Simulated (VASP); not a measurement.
# Cu5SnO2 (P4/mmm) in VASP: relaxation of cell and atoms with PBE

Aim: the relaxation of cell and atoms of Cu5SnO2 with PBE.

All numbers are computed with VASP 6.6.1; they aren't measurements. Logs are shortened: lines on timing, memory, paths and dates and some standing lists are left out, and cuts for length are marked.

### 1 The cell of the first run

It takes space group P4/mmm (No. 123, tetragonal). The conventional cell has a = 3.900 Å, b = 3.900 Å, c = 6.900 Å, α = 90.00°, β = 90.00°, γ = 90.00°. Within 2.8 Å of Cu (site symmetry 2mm) lie 1 O at 1.86 Å and 6 Cu at 2.51 to 2.76 Å and 2 Sn at 2.70 Å. Cu (site symmetry 4/mmm) has 8 Cu at 2.51 Å within 3.3 Å. Sn (site symmetry 4/mmm) has 4 O at 1.95 Å and 8 Cu at 2.70 Å within 2.7 Å. Within 2.5 Å of O (site symmetry mmm) lie 2 Cu at 1.86 Å and 2 Sn at 1.95 Å.

### 2 Relaxation of cell and atoms, PBE, collinear spin

The input, INCAR:

```
PREC = Accurate ; ENCUT = 600
EDIFF = 1E-7 ; ISMEAR = 0
SIGMA = 0.2 ; LREAL = False
LASPH = True ; NELM = 200
ALGO = Normal ; ISIF = 3
LWAVE = False ; LCHARG = False
ISPIN = 2 ; MAGMOM = 1 1 1 1 1 0 0 0
LORBIT = 11 ; LMAXMIX = 4
GGA = PE ; IBRION = 2
NSW = 36 ; EDIFFG = -0.08
GGA_COMPAT = False ; NELMIN = 4
```

The input, KPOINTS:

```
regular mesh
0
Gamma
  4 4 3
```

The input, POSCAR:

```
Cu5SnO2
1.0
    3.9000000000      0.0000000000      0.0000000000
    0.0000000000      3.9000000000      0.0000000000
    0.0000000000      0.0000000000      6.9000000000
Cu Sn O
5 1 2
Direct
    0.5000000000      0.0000000000      0.2700000000
    0.5000000000      0.0000000000      0.7300000000
    0.0000000000      0.5000000000      0.2700000000
    0.0000000000      0.5000000000      0.7300000000
    0.5000000000      0.5000000000      0.5000000000
    0.0000000000      0.0000000000      0.0000000000
    0.5000000000      0.0000000000      0.0000000000
    0.0000000000      0.5000000000      0.0000000000
```

Potentials or basis: VASP PAW PBE potentials, release 64 (Cu, Sn_d, O).

On the command line:

```sh
$ cat potpaw_PBE.64/Cu/POTCAR potpaw_PBE.64/Sn_d/POTCAR potpaw_PBE.64/O/POTCAR > POTCAR
$ mpirun -np 1 vasp_std > vasp.out
```

OUTCAR:

```text
PREC = Accurate
   ENCUT = 600
   EDIFF = 1E-7
   ISMEAR = 0
   LREAL = False
   LASPH = True
   NELM = 200
   ISIF = 3
   ISPIN = 2
   LORBIT = 11
   GGA = PE
   IBRION = 2
   NSW = 36
   EDIFFG = -0.08
   NELMIN = 4

 ion  position               nearest neighbor table
   1  0.500  0.000  0.270-   7 1.86   5 2.51   5 2.51   6 2.70   6 2.70   3 2.76   3 2.76   3 2.76
                             3 2.76
   2  0.500  0.000  0.730-   7 1.86   5 2.51   5 2.51   6 2.70   6 2.70   4 2.76   4 2.76   4 2.76
                             4 2.76
   3  0.000  0.500  0.270-   8 1.86   5 2.51   5 2.51   6 2.70   6 2.70   1 2.76   1 2.76   1 2.76
                             1 2.76
   4  0.000  0.500  0.730-   8 1.86   5 2.51   5 2.51   6 2.70   6 2.70   2 2.76   2 2.76   2 2.76
                             2 2.76
   5  0.500  0.500  0.500-   1 2.51   2 2.51   3 2.51   4 2.51   1 2.51   2 2.51   3 2.51   4 2.51

   6  0.000  0.000  0.000-   7 1.95   8 1.95   8 1.95   7 1.95   1 2.70   2 2.70   3 2.70   4 2.70
                             3 2.70   1 2.70   2 2.70   4 2.70
   7  0.500  0.000  0.000-   1 1.86   2 1.86   6 1.95   6 1.95
   8  0.000  0.500  0.000-   3 1.86   4 1.86   6 1.95   6 1.95

  LATTYP: Found a simple tetragonal cell.
 ALAT       =     3.9000000000
 C/A-ratio  =     1.7692307692

  Lattice vectors:

 A1 = (   3.9000000000,   0.0000000000,   0.0000000000)
 A2 = (   0.0000000000,   3.9000000000,   0.0000000000)
 A3 = (   0.0000000000,   0.0000000000,   6.9000000000)

Analysis of symmetry for initial positions (statically):
=====================================================================
 Subroutine PRICEL returns:
 Original cell was already a primitive cell.

 Routine SETGRP: Setting up the symmetry group for a
 simple tetragonal supercell.

 Subroutine GETGRP returns: Found 16 space group operations
 (whereof 16 operations were pure point group operations)
 out of a pool of 16 trial point group operations.

The static configuration has the point symmetry D_4h.

Analysis of symmetry for dynamics (positions and initial velocities):
=====================================================================
 Subroutine PRICEL returns:
 Original cell was already a primitive cell.

 Routine SETGRP: Setting up the symmetry group for a
 simple tetragonal supercell.

 Subroutine GETGRP returns: Found 16 space group operations
 (whereof 16 operations were pure point group operations)
 out of a pool of 16 trial point group operations.

The dynamic configuration has the point symmetry D_4h.

Analysis of structural, dynamic, and magnetic symmetry:
=====================================================================
 Subroutine PRICEL returns:
 Original cell was already a primitive cell.

 Routine SETGRP: Setting up the symmetry group for a
 simple tetragonal supercell.

 Subroutine GETGRP returns: Found 16 space group operations
 (whereof 16 operations were pure point group operations)
 out of a pool of 16 trial point group operations.

The overall configuration has the point symmetry D_4h.

 Subroutine INISYM returns: Found 16 space group operations
 (whereof 16 operations are pure point group operations),
 and found     1 'primitive' translations

----------------------------------------------------------------------------------------

                                     Primitive cell

  volume of cell :     104.9490

  direct lattice vectors                    reciprocal lattice vectors
     3.900000000  0.000000000  0.000000000     0.256410256  0.000000000  0.000000000
     0.000000000  3.900000000  0.000000000     0.000000000  0.256410256  0.000000000
     0.000000000  0.000000000  6.900000000     0.000000000  0.000000000  0.144927536

  length of vectors
     3.900000000  3.900000000  6.900000000     0.256410256  0.256410256  0.144927536

  position of ions in fractional coordinates (direct lattice)
     0.500000000  0.000000000  0.270000000
     0.500000000  0.000000000  0.730000000
     0.000000000  0.500000000  0.270000000
     0.000000000  0.500000000  0.730000000
     0.500000000  0.500000000  0.500000000
     0.000000000  0.000000000  0.000000000
     0.500000000  0.000000000  0.000000000
     0.000000000  0.500000000  0.000000000

  ion indices of the primitive-cell ions
   primitive index   ion index
                 1           1
                 2           2
                 3           3
                 4           4
                 5           5
                 6           6
                 7           7
                 8           8

----------------------------------------------------------------------------------------

 KPOINTS: regular mesh

Automatic generation of k-mesh.
 Grid dimensions read from file:
 generate k-points for:    4    4    3

 Generating k-lattice:

  Cartesian coordinates                     Fractional coordinates (reciprocal lattice)
     0.064102564  0.000000000  0.000000000     0.250000000  0.000000000  0.000000000
     0.000000000  0.064102564  0.000000000     0.000000000  0.250000000  0.000000000
     0.000000000  0.000000000  0.048309179     0.000000000  0.000000000  0.333333333

  Length of vectors
     0.064102564  0.064102564  0.048309179

  Shift w.r.t. Gamma in fractional coordinates (k-lattice)
     0.000000000  0.000000000  0.000000000

 Subroutine IBZKPT returns following result:
 ===========================================

 Found     12 irreducible k-points:

 Following reciprocal coordinates:
            Coordinates               Weight
  0.000000  0.000000  0.000000      1.000000
  0.250000  0.000000  0.000000      4.000000
  0.500000  0.000000  0.000000      2.000000
  0.250000  0.250000  0.000000      4.000000
  0.500000  0.250000  0.000000      4.000000
  0.500000  0.500000  0.000000      1.000000
  0.000000  0.000000  0.333333      2.000000
  0.250000  0.000000  0.333333      8.000000
  0.500000  0.000000  0.333333      4.000000
  0.250000  0.250000  0.333333      8.000000
  0.500000  0.250000  0.333333      8.000000
  0.500000  0.500000  0.333333      2.000000
   k-points           NKPTS =     12   k-points in BZ     NKDIM =     12   number of bands    NBANDS=     51
   number of dos      NEDOS =    301   number of ions     NIONS =      8
   total plane-waves  NPLWV =  57344
   dimension x,y,z NGX =    32 NGY =   32 NGZ =   56
   dimension x,y,z NGXF=    64 NGYF=   64 NGZF=  112
   ions per type =               5   1   2
   NGX,Y,Z   is equivalent  to a cutoff of  13.64, 13.64, 13.49 a.u.
   NGXF,Y,Z  is equivalent  to a cutoff of  27.28, 27.28, 26.98 a.u.
 SYSTEM =  unknown system
   PREC   = accura    normal or accurate (medium, high low for compatibility)
   ISTART =      0    job   : 0-new  1-cont  2-samecut
   ICHARG =      2    charge: 1-file 2-atom 10-const
   ISPIN  =      2    spin polarized calculation?
   LNONCOLLINEAR =      F non collinear calculations
   LSORBIT =      F    spin-orbit coupling
   LASPH  =      T    aspherical Exc in radial PAW
   ENCUT  =  600.0 eV  44.10 Ry    6.64 a.u.   7.79  7.79 13.78*2*pi/ulx,y,z
   NELM   =    200;   NELMIN=  4; NELMDL= -5     # of ELM steps
   EDIFF  = 0.1E-06   stopping-criterion for ELM
   LREAL  =      F    real-space projection
   EDIFFG = -.8E-01   stopping-criterion for IOM
   NSW    =     36    number of steps for IOM
   IBRION =      2    ionic relax: 0-MD 1-quasi-New 2-CG
   NFREE  =      1    steps in history (QN), initial steepest desc. (CG)
   ISIF   =      3    stress and relaxation
   ISYM   =      2    0-nonsym 1-usesym 2-fastsym
   POTIM  = 0.5000    time-step for ionic-motion
   TEBEG  =    0.0;   TEEND  =   0.0 temperature during run
   PSTRESS=    0.0 pullay stress
   NELECT =      81.0000    total number of electrons
   NUPDOWN=      -1.0000    fix difference up-down
   EMIN   =  10.00;   EMAX   =-10.00  energy-range for DOS
   EFERMI =   0.00;   METHOD = LEGACY
   ISMEAR =     0;   SIGMA  =   0.20  broadening in eV -4-tet -1-fermi 0-gaus
   EFERMI_NEDOS =   21; number of points for ismear=-14 and -15
   IALGO  =     38    algorithm
   IMIX   =      4    mixing-type and parameters
     AMIX     =   0.40;   BMIX     =  1.00
     AMIX_MAG =   1.60;   BMIX_MAG =  1.00
  volume/ion in A,a.u.               =      13.12        88.53
  Fermi-wavevector in a.u.,A,eV,Ry     =   1.501679  2.837762 30.681674  2.255039
  Thomas-Fermi vector in A             =   2.613018
   LORBIT       =     11    0 simple, 1 ext, 2 COOP (PROOUT), +10 PAW based schemes
   GGA     = PE    functional components
   LHFCALC =     F    Hartree Fock is set to
   AEXX    =    0.0000 exact exchange contribution
   IVDW    =     0    specifies the selected vdW correction
   LEPSILON=     F    determine dielectric tensor
   LRPA    =     F    only Hartree local field effects (RPA)
 conjugate gradient relaxation of ions
 spin polarized calculation
 Gauss-broadening in eV      SIGMA  =   0.20
  energy-cutoff  :      600.00
  volume of cell :      104.95
 maximum number of plane-waves:      3516
 NGX is ok and might be reduce to    32
   NGX = 15   NGY = 15   NGZ = 27

--------------------------------------- Ionic step        1  -------------------------------------------

 number of electron      80.9999980 magnetization      -0.0001052

 number of electron      80.9999980 magnetization       0.0000949

 Free energy of the ion-electron system (eV)
  ---------------------------------------------------
  ext. energy  EPLUGINS =         0.00000000
  ---------------------------------------------------
  free energy    TOTEN  =       -30.28490418 eV

  energy without entropy =      -30.17719907  energy(sigma->0) =      -30.23105163

------------------------ aborting loop because EDIFF is reached ----------------------------------------

  FORCE on cell =-STRESS in cart. coord.  units (eV):
  Direction    XX          YY          ZZ          XY          YZ          ZX
  --------------------------------------------------------------------------------------
  -------------------------------------------------------------------------------------
  Total       13.9039359     13.9039359     17.8510063      0.0000000      0.0000000     -0.0000000
  in kB      212.2609161    212.2609161    272.5178668      0.0000000      0.0000000     -0.0000000
  external PRESSURE =     232.3465663 kB  Pullay stress =       0.0000000 kB
[... 31 lines left out ...]
 number of electron      81.0000094 magnetization       0.0000001

 number of electron      81.0000094 magnetization      -0.0000000

 E-fermi :   4.0341     XC(G=0): -10.1849

 val. band max:        4.0264194836   @ k =   0.2500   0.0000   0.3333
 cond. band min:       4.0821588744   @ k =   0.5000   0.2500   0.3333
 fundamental gap:      0.0557393908
 Fermi energy:         4.0340664983

 spin component 1

 k-point     1 :       0.0000    0.0000    0.0000
  band No.  band energies     occupation
      1     -18.1371      1.00000
      2     -17.9146      1.00000
      3     -17.6110      1.00000
      4     -17.6110      1.00000
      5     -17.4409      1.00000
      6     -14.5765      1.00000
[... 1367 lines left out ...]
  FREE ENERGIE OF THE ION-ELECTRON SYSTEM (eV)
  ---------------------------------------------------
  free  energy   TOTEN  =       -31.9910917346 eV

  energy  without entropy=      -31.8946019955  energy(sigma->0) =      -31.94284687

[... ionic steps 4 to 15 ...]

--------------------------------------- Ionic step       16  -------------------------------------------

 number of electron      81.0000019 magnetization       0.0000000

 number of electron      81.0000019 magnetization      -0.0000000
[... 85 lines left out ...]
 number of electron      80.9999937 magnetization      -0.0000004

 number of electron      80.9999937 magnetization       0.0000001

 Free energy of the ion-electron system (eV)
  ---------------------------------------------------
  ext. energy  EPLUGINS =         0.00000000
  ---------------------------------------------------
  free energy    TOTEN  =       -33.17369698 eV

  energy without entropy =      -33.11300571  energy(sigma->0) =      -33.14335135

 E-fermi :   5.2422     XC(G=0): -10.8349

 val. band max:        5.2046973644   @ k =   0.2500   0.2500   0.3333
 cond. band min:       5.2679135375   @ k =   0.2500   0.0000   0.0000
 fundamental gap:      0.0632161731
 Fermi energy:         5.2421812304

 spin component 1

 k-point     1 :       0.0000    0.0000    0.0000
  band No.  band energies     occupation
      1     -16.8858      1.00000
      2     -16.6276      1.00000
      3     -16.3664      1.00000
      4     -16.3664      1.00000
      5     -16.2414      1.00000
      6     -13.7667      1.00000
[... 1323 lines left out ...]
  FREE ENERGIE OF THE ION-ELECTRON SYSTEM (eV)
  ---------------------------------------------------
  free  energy   TOTEN  =       -33.1736969783 eV

  energy  without entropy=      -33.1130057131  energy(sigma->0) =      -33.14335135

 reached required accuracy - stopping structural energy minimisation

 total charge

# of ion       s       p       d       tot
------------------------------------------
    1        0.413   0.283   9.196   9.892
    2        0.413   0.283   9.196   9.892
    3        0.413   0.283   9.196   9.892
    4        0.413   0.283   9.196   9.892
    5        0.498   0.327   9.186  10.010
    6        1.130   0.889  10.162  12.181
    7        1.584   3.388   0.000   4.972
    8        1.584   3.388   0.000   4.972
--------------------------------------------------
tot          6.446   9.123  56.132  71.701

 magnetization (x)

# of ion       s       p       d       tot
------------------------------------------
    1        0.000  -0.000   0.000   0.000
    2        0.000  -0.000   0.000   0.000
    3        0.000  -0.000   0.000   0.000
    4        0.000  -0.000   0.000   0.000
    5        0.000   0.000  -0.000  -0.000
    6        0.000   0.000   0.000   0.000
    7        0.000   0.000   0.000   0.000
    8        0.000   0.000   0.000   0.000
--------------------------------------------------
tot          0.000   0.000  -0.000   0.000
```

Run time: 26 min. Hardware: 1 thread of AMD EPYC 9R45 (Zen 5), shared host; peak memory 0.32 GiB.

What came out:

- Free energy: -33.1737 eV
- Relaxed volume: 14.89 Å³/atom
- Relaxed cell: a = 4.320 Å, b = 4.320 Å, c = 6.381 Å, α = 90.00°, β = 90.00°, γ = 90.00°
- Space group after relaxing (to 0.1 Å): P4/mmm (No. 123)
- Energy gained by relaxing: 361.1 meV/atom
- Ionic steps: 18
- Pressure after relaxing: 0.1 GPa
- Largest force after relaxing: 0.036 eV/Å
- Net moment: 0.00 μB per cell
- Valence electrons inside the program's atomic spheres: Cu 9.89, 10.01 (each value once); Sn 12.18; O 4.97

Forces in eV/Å, atoms in the order of the input:
```
Cu   0.000  0.000  0.036
Cu   0.000  0.000 -0.036
Cu   0.000  0.000  0.036
Cu   0.000  0.000 -0.036
Cu   0.000  0.000  0.000
Sn   0.000  0.000  0.000
O    0.000  0.000  0.000
O    0.000  0.000  0.000
```

The path:
```tsv
step	energy change (eV)	largest force (eV/Å)	pressure (GPa)	volume (Å³)
1	0.0000	3.1794	23.23	104.95
2	-1.3026	0.2023	-9.23	136.56
3	-1.7062	0.7287	-2.09	123.89
4	-1.7061	0.7537	-1.79	123.49
5	-1.9035	0.7551	-1.26	121.61
6	-2.5102	0.5856	1.67	115.84
7	-0.0275	7.3014	27.50	103.75
8	-2.5205	0.7465	2.92	114.80
9	-2.5773	0.5800	9.77	109.35
10	-2.6638	0.4056	5.44	112.28
11	-2.6753	0.1069	6.94	111.11
12	-2.7397	0.3757	5.92	112.42
13	-2.7426	0.5348	5.68	112.79
14	-2.8171	0.3863	3.35	114.98
15	-2.8686	0.1399	-0.79	119.67
16	-2.8693	0.1599	-0.44	119.21
17	-2.8770	0.1144	-0.32	119.19
18	-2.8888	0.0360	0.12	119.11
```

Final structure:
```cif
data_structure
_symmetry_space_group_name_H-M 'P 1'
_symmetry_Int_Tables_number 1
_cell_length_a 4.3203
_cell_length_b 4.3203
_cell_length_c 6.3815
_cell_angle_alpha 90.000
_cell_angle_beta 90.000
_cell_angle_gamma 90.000
_cell_volume 119.11
loop_
_atom_site_label
_atom_site_type_symbol
_atom_site_fract_x
_atom_site_fract_y
_atom_site_fract_z
_atom_site_occupancy
Cu1 Cu 0.50000 0.00000 0.31392 1
Cu2 Cu 0.50000 0.00000 0.68608 1
Cu3 Cu 0.00000 0.50000 0.31392 1
Cu4 Cu 0.00000 0.50000 0.68608 1
Cu5 Cu 0.50000 0.50000 0.50000 1
Sn1 Sn 0.00000 0.00000 0.00000 1
O1 O 0.50000 0.00000 0.00000 1
O2 O 0.00000 0.50000 0.00000 1
```

Levels at points of the mesh, in eV from the Fermi level:
Spin up:
| k point | band 37 | band 38 | band 39 | band 40 | band 41 | band 42 | band 43 | band 44 |
| --- | --- | --- | --- | --- | --- | --- | --- | --- |
| (0.00, 0.00, 0.00) | -1.76 | -1.74 | -1.69 | -0.81 | 1.99 | 2.17 | 2.17 | 3.48 |
| (0.50, 0.00, 0.00) | -1.70 | -1.63 | -1.02 | -0.99 | 0.77 | 1.38 | 2.29 | 4.07 |
| (0.50, 0.50, 0.00) | -0.94 | -0.94 | -0.90 | -0.90 | -0.36 | -0.27 | 0.28 | 1.22 |
Spin down:
```tsv
k point	band 36	band 37	band 38	band 39	band 40	band 41	band 42	band 43	band 44	band 45
(0.00, 0.00, 0.00)	-1.77	-1.76	-1.74	-1.69	-0.81	1.99	2.17	2.17	3.48	4.62
(0.50, 0.00, 0.00)	-1.91	-1.70	-1.63	-1.02	-0.99	0.77	1.38	2.29	4.07	4.39
(0.50, 0.50, 0.00)	-0.98	-0.94	-0.94	-0.90	-0.90	-0.36	-0.27	0.28	1.22	3.85
```

Caveat: the k points lie up to 0.36 Å⁻¹ apart in the final cell; spin-orbit coupling is left out, which moves the levels of the heavy elements; the relaxation stopped at a loose force limit of 0.08 eV/Å, so its end isn't a converged minimum. With open d or f shells a metallic result of PBE can be an artefact of self-interaction; +U or a hybrid may open a gap.
